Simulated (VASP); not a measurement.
P, 8 atoms in the cell. Symmetry: Pnnn, No. 48, orthorhombic system. Conventional cell: a = 3.119 Å, b = 5.707 Å, c = 6.537 Å, α = 90.00°, β = 90.00°, γ = 90.00°. Within 2.4 Å of P (site symmetry 1) lie 5 P at 1.80 to 2.29 Å. The cell was generated, and may not be a known phase.

```yaml
Program: VASP 6.6.1
Task: single point
Functional: PBE
Potentials_or_basis: VASP PAW PBE potentials, release 64 (P)
Cutoff: 520 eV
k_mesh: 6 × 4 × 4
Occupations: gaussian, width 0.1 eV
Spin: no spin polarisation
Dipole_correction: no
Further_INCAR_settings: ALGO = Normal; EDIFF = 1e-06; NBANDS = 30
```

Potentials or basis: VASP PAW PBE potentials, release 64 (P).

Command:

```console
$ cat potpaw_PBE.64/P/POTCAR > POTCAR
$ mpirun -np 1 vasp_std > vasp.out
```

Hardware: 1 thread of Intel Xeon 8259CL, with other jobs on the host.

Question: How long does it take, and how much memory?

Answer: It took 2.5 min on 1 thread of Intel Xeon 8259CL, with other jobs on the host, peak memory 0.25 GiB. Counts: scf iterations 14, k points 36.
